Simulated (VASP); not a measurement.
# Sr (Fm-3m) in VASP: further runs

Sr is run at these levels: LDA; tasks: single point.

Program: VASP 6.6.1. These are calculated values, not measurements. Logs are shortened: lines on timing, memory, paths and dates and some standing lists are left out, and cuts for length are marked.

## Step 1: The cell of the first run

The structure is cubic, space group Fm-3m (No. 225). The conventional cell has a = 5.156 Å, b = 5.156 Å, c = 5.156 Å, α = 90.00°, β = 90.00°, γ = 90.00°. Within 4.8 Å of Sr (site symmetry m-3m) lie 12 Sr at 3.65 Å.

## Step 2: Single point, LDA

File INCAR:

```
PREC = Accurate
ENCUT = 520
EDIFF = 1E-6
ISMEAR = -1
SIGMA = 0.1
LREAL = F
LASPH = T
NELM = 100
ALGO = Normal
ISIF = 2
LWAVE = F
LCHARG = F
NBANDS = 11
```

File KPOINTS:

```
Automatic mesh
0
Gamma
  13 13 13
```

File POSCAR:

```
Sr
1.0
    0.0000000000      2.5778589241      2.5778589241
    2.5778589241      0.0000000000      2.5778589241
    2.5778589241      2.5778589241      0.0000000000
Sr
1
Direct
    0.0000000000      0.0000000000      0.0000000000
```

Potentials or basis: VASP PAW LDA potentials, release 64 (Sr_sv).

On the command line:

```console
$ cat potpaw_LDA.64/Sr_sv/POTCAR > POTCAR
$ mpirun -np 1 vasp_std > vasp.out
```

OUTCAR:

```text
PREC = Accurate
   ENCUT = 520
   EDIFF = 1E-6
   ISMEAR = -1
   LREAL = F
   LASPH = T
   NELM = 100
   ISIF = 2

 ion  position               nearest neighbor table
   1  0.000  0.000  0.000-

  LATTYP: Found a face centered cubic cell.
 ALAT       =     5.1557178482

  Lattice vectors:

 A1 = (   0.0000000000,   2.5778589241,   2.5778589241)
 A2 = (   2.5778589241,   0.0000000000,   2.5778589241)
 A3 = (   2.5778589241,   2.5778589241,   0.0000000000)

Analysis of symmetry for initial positions (statically):
=====================================================================
 Subroutine PRICEL returns:
 Original cell was already a primitive cell.

 Routine SETGRP: Setting up the symmetry group for a
 face centered cubic supercell.

 Subroutine GETGRP returns: Found 48 space group operations
 (whereof 48 operations were pure point group operations)
 out of a pool of 48 trial point group operations.

The static configuration has the point symmetry O_h .

Analysis of symmetry for dynamics (positions and initial velocities):
=====================================================================
 Subroutine PRICEL returns:
 Original cell was already a primitive cell.

 Routine SETGRP: Setting up the symmetry group for a
 face centered cubic supercell.

 Subroutine GETGRP returns: Found 48 space group operations
 (whereof 48 operations were pure point group operations)
 out of a pool of 48 trial point group operations.

The dynamic configuration has the point symmetry O_h .

 Subroutine INISYM returns: Found 48 space group operations
 (whereof 48 operations are pure point group operations),
 and found     1 'primitive' translations

----------------------------------------------------------------------------------------

                                     Primitive cell

  volume of cell :      34.2616

  direct lattice vectors                    reciprocal lattice vectors
     0.000000000  2.577858924  2.577858924    -0.193959412  0.193959412  0.193959412
     2.577858924  0.000000000  2.577858924     0.193959412 -0.193959412  0.193959412
     2.577858924  2.577858924  0.000000000     0.193959412  0.193959412 -0.193959412

  length of vectors
     3.645643052  3.645643052  3.645643052     0.335947555  0.335947555  0.335947555

  position of ions in fractional coordinates (direct lattice)
     0.000000000  0.000000000  0.000000000

  ion indices of the primitive-cell ions
   primitive index   ion index
                 1           1

----------------------------------------------------------------------------------------

 KPOINTS: Automatic mesh

Automatic generation of k-mesh.
 Grid dimensions read from file:
 generate k-points for:   13   13   13

 Generating k-lattice:

  Cartesian coordinates                     Fractional coordinates (reciprocal lattice)
    -0.014919955  0.014919955  0.014919955     0.076923077  0.000000000  0.000000000
     0.014919955 -0.014919955  0.014919955     0.000000000  0.076923077  0.000000000
     0.014919955  0.014919955 -0.014919955     0.000000000  0.000000000  0.076923077

  Length of vectors
     0.025842120  0.025842120  0.025842120

  Shift w.r.t. Gamma in fractional coordinates (k-lattice)
     0.000000000  0.000000000  0.000000000

 Subroutine IBZKPT returns following result:
 ===========================================

 Found     84 irreducible k-points:

 Following reciprocal coordinates:
            Coordinates               Weight
  0.000000  0.000000  0.000000      1.000000
  0.076923  0.000000  0.000000      8.000000
  0.153846  0.000000  0.000000      8.000000
  0.230769  0.000000  0.000000      8.000000
  0.307692  0.000000  0.000000      8.000000
  0.384615  0.000000  0.000000      8.000000
[... 16 lines left out ...]
  0.384615  0.153846  0.000000     24.000000
  0.461538  0.153846  0.000000     24.000000
 [... further k-points ...]
   k-points           NKPTS =     84   k-points in BZ     NKDIM =     84   number of bands    NBANDS=     11
   number of dos      NEDOS =    301   number of ions     NIONS =      1
   total plane-waves  NPLWV =  21952
   dimension x,y,z NGX =    28 NGY =   28 NGZ =   28
   dimension x,y,z NGXF=    56 NGYF=   56 NGZF=   56
   ions per type =               1
   NGX,Y,Z   is equivalent  to a cutoff of  12.77, 12.77, 12.77 a.u.
   NGXF,Y,Z  is equivalent  to a cutoff of  25.54, 25.54, 25.54 a.u.
 SYSTEM =  unknown system
   PREC   = accura    normal or accurate (medium, high low for compatibility)
   ISTART =      0    job   : 0-new  1-cont  2-samecut
   ICHARG =      2    charge: 1-file 2-atom 10-const
   ISPIN  =      1    spin polarized calculation?
   LNONCOLLINEAR =      F non collinear calculations
   LSORBIT =      F    spin-orbit coupling
   LASPH  =      T    aspherical Exc in radial PAW
   ENCUT  =  520.0 eV  38.22 Ry    6.18 a.u.   6.78  6.78  6.78*2*pi/ulx,y,z
   NELM   =    100;   NELMIN=  2; NELMDL= -5     # of ELM steps
   EDIFF  = 0.1E-05   stopping-criterion for ELM
   LREAL  =      F    real-space projection
   EDIFFG = 0.1E-04   stopping-criterion for IOM
   NSW    =      0    number of steps for IOM
   IBRION =     -1    ionic relax: 0-MD 1-quasi-New 2-CG
   NFREE  =      0    steps in history (QN), initial steepest desc. (CG)
   ISIF   =      2    stress and relaxation
   ISYM   =      2    0-nonsym 1-usesym 2-fastsym
   POTIM  = 0.5000    time-step for ionic-motion
   TEBEG  =    0.0;   TEEND  =   0.0 temperature during run
   PSTRESS=    0.0 pullay stress
   NELECT =      10.0000    total number of electrons
   NUPDOWN=      -1.0000    fix difference up-down
   EMIN   =  10.00;   EMAX   =-10.00  energy-range for DOS
   EFERMI =   0.00;   METHOD = LEGACY
   ISMEAR =    -1;   SIGMA  =   0.10  broadening in eV -4-tet -1-fermi 0-gaus
   EFERMI_NEDOS =   21; number of points for ismear=-14 and -15
   IALGO  =     38    algorithm
   IMIX   =      4    mixing-type and parameters
     AMIX     =   0.40;   BMIX     =  1.00
     AMIX_MAG =   1.60;   BMIX_MAG =  1.00
  volume/ion in A,a.u.               =      34.26       231.21
  Fermi-wavevector in a.u.,A,eV,Ry     =   1.085940  2.052128 16.044873  1.179265
  Thomas-Fermi vector in A             =   2.222065
   LORBIT       =      0    0 simple, 1 ext, 2 COOP (PROOUT), +10 PAW based schemes
   GGA     = CA    functional components
   LHFCALC =     F    Hartree Fock is set to
   AEXX    =    0.0000 exact exchange contribution
   IVDW    =     0    specifies the selected vdW correction
   LEPSILON=     F    determine dielectric tensor
   LRPA    =     F    only Hartree local field effects (RPA)
 non-spin polarized calculation
  energy-cutoff  :      520.00
  volume of cell :       34.26
 maximum number of plane-waves:       941
   NGX = 13   NGY = 13   NGZ = 13

 number of electron      10.0000000 magnetization

 Free energy of the ion-electron system (eV)
  ---------------------------------------------------
  ext. energy  EPLUGINS =         0.00000000
  ---------------------------------------------------
  free energy    TOTEN  =        -1.62041551 eV

  energy without entropy =       -1.58388103  energy(sigma->0) =       -1.60214827

 E-fermi :   3.2728     XC(G=0):  -9.1958

 val. band max:        3.2599030453   @ k =  -0.3077   0.3077   0.0000
 cond. band min:       3.2852468093   @ k =   0.3846   0.3846   0.0000
 fundamental gap:      0.0253437640
 Fermi energy:         3.2727706547

 k-point     1 :       0.0000    0.0000    0.0000
  band No.  band energies     occupation
      1     -32.3574      2.00000
      2     -14.0618      2.00000
      3     -14.0618      2.00000
      4     -14.0618      2.00000
      5      -0.8601      2.00000
      6       6.0779      0.00000
      7       6.0779      0.00000
      8       6.0779      0.00000
      9       8.4932      0.00000
     10       8.4932      0.00000
     11      12.0734      0.00000

 k-point     2 :       0.0769    0.0000    0.0000
  band No.  band energies     occupation
      1     -32.3508      2.00000
      2     -14.1212      2.00000
      3     -14.0686      2.00000
      4     -14.0686      2.00000
      5      -0.6992      2.00000
      6       5.8598      0.00000
      7       6.1549      0.00000
      8       6.1549      0.00000
      9       8.3759      0.00000
     10       8.3759      0.00000
     11      12.4753      0.00000

 k-point     3 :       0.1538    0.0000    0.0000
  band No.  band energies     occupation
      1     -32.3325      2.00000
      2     -14.2816      2.00000
      3     -14.0874      2.00000
      4     -14.0874      2.00000
      5      -0.2477      2.00000
      6       5.3724      0.00000
      7       6.3183      0.00000
      8       6.3183      0.00000
      9       8.1816      0.00000
     10       8.1816      0.00000
     11      13.0706      0.00000

 k-point     4 :       0.2308    0.0000    0.0000
  band No.  band energies     occupation
      1     -32.3066      2.00000
      2     -14.4987      2.00000
      3     -14.1136      2.00000
      4     -14.1136      2.00000
      5       0.4020      2.00000
      6       4.8817      0.00000
      7       6.3566      0.00000
      8       6.3566      0.00000
      9       8.2726      0.00000
     10       8.2726      0.00000
     11      12.4200      0.00000
[... 239 lines left out ...]
 k-point    22 :       0.3077    0.1538    0.0000
  band No.  band energies     occupation
      1     -32.2803      2.00000
      2     -14.5970      2.00000
      3     -14.1994      2.00000
      4     -14.1963      2.00000
      5       1.0849      2.00000
      6       4.3664      0.00004
      7       5.7651      0.00000
      8       6.8155      0.00000
      9       7.8208      0.00000
     10       9.3483      0.00000
     11      13.5208      0.00000

 k-point    23 :       0.3846    0.1538    0.0000
  band No.  band energies     occupation
      1     -32.2562      2.00000
      2     -14.7659      2.00000
      3     -14.2408      2.00000
      4     -14.2206      2.00000
      5       1.7395      2.00000
      6       4.1756      0.00024
      7       5.3812      0.00000
      8       6.6555      0.00000
      9       8.6789      0.00000
     10       9.9363      0.00000
     11      12.8787      0.00000

 k-point    24 :       0.4615    0.1538    0.0000
  band No.  band energies     occupation
      1     -32.2381      2.00000
      2     -14.8858      2.00000
      3     -14.2860      2.00000
      4     -14.2272      2.00000
      5       2.2207      1.99995
      6       4.1031      0.00050
      7       5.2789      0.00000
      8       6.4558      0.00000
      9       9.5939      0.00000
     10      10.3648      0.00000
     11      12.3116      0.00000

 [... further k-points ...]

------------------------ aborting loop because EDIFF is reached ----------------------------------------

  FORCE on cell =-STRESS in cart. coord.  units (eV):
  Direction    XX          YY          ZZ          XY          YZ          ZX
  --------------------------------------------------------------------------------------
  -------------------------------------------------------------------------------------
  Total        1.7356845      1.7356845      1.7356845     -0.0000000      0.0000000     -0.0000000
  in kB       81.1659607     81.1659607     81.1659607     -0.0000000      0.0000000     -0.0000000
  external PRESSURE =      81.1659607 kB  Pullay stress =       0.0000000 kB

 VOLUME and BASIS-vectors are now :
 -----------------------------------------------------------------------------
  energy-cutoff  :      520.00
  volume of cell :       34.26
      direct lattice vectors                 reciprocal lattice vectors
     0.000000000  2.577858924  2.577858924    -0.193959412  0.193959412  0.193959412
     2.577858924  0.000000000  2.577858924     0.193959412 -0.193959412  0.193959412
     2.577858924  2.577858924  0.000000000     0.193959412  0.193959412 -0.193959412

 POSITION                                       TOTAL-FORCE (eV/Angst)
 -----------------------------------------------------------------------------------
      0.00000      0.00000      0.00000         0.000000      0.000000      0.000000
 -----------------------------------------------------------------------------------
    total drift:                               -0.000000     -0.000000     -0.000000

  FREE ENERGIE OF THE ION-ELECTRON SYSTEM (eV)
  ---------------------------------------------------
  free  energy   TOTEN  =        -1.6204155115 eV

  energy  without entropy=       -1.5838810326  energy(sigma->0) =       -1.60214827
```

Run time: 9.8 s. Hardware: 1 thread of Intel Xeon 6975P-C (Granite Rapids), shared host; peak memory 0.16 GiB.

Results:

```
Free energy            : -1.6204 eV
Pressure               : 8.1 GPa
Band gap on the k mesh : zero (band 5 reaches 3.26 eV, above the bottom of band 6 at 3.06 eV)
```

## Step 3: Single point, LDA

File INCAR:

```
SYSTEM = Sr
PREC = Accurate
ENCUT = 520
EDIFF = 1E-6
ISMEAR = -1
SIGMA = 0.1
LREAL = .FALSE.
LASPH = .TRUE.
NELM = 80
ALGO = Normal
ISIF = 2
LWAVE = .FALSE.
LCHARG = .FALSE.
GGA = CA
NBANDS = 11
```

File KPOINTS:

```
Automatic mesh
0
G
  13 13 13
  0 0 0
```

POSCAR is that of step 2.

Potentials or basis: VASP PAW LDA potentials, release 64 (Sr_sv).

On the command line:

```console
$ cat potpaw_LDA.64/Sr_sv/POTCAR > POTCAR
$ mpirun -np 1 vasp_std > vasp.out
```

Run time: 9.8 s. Hardware: 1 thread of Intel Xeon 6975P-C (Granite Rapids), shared host; peak memory 0.15 GiB.

It converged, with:

| Property | Result |
| --- | --- |
| Free energy | -1.6204 eV |
| Pressure | 8.1 GPa |
| Band gap on the k mesh | zero (band 5 reaches 3.26 eV, above the bottom of band 6 at 3.06 eV) |

Levels at points of the mesh, in eV from the Fermi level:
```csv
k point,band 1,band 2,band 3,band 4,band 5,band 6,band 7,band 8,band 9,band 10
"(0.00, 0.00, 0.00)",-35.63,-17.33,-17.33,-17.33,-4.13,2.81,2.81,2.81,5.22,5.22
```
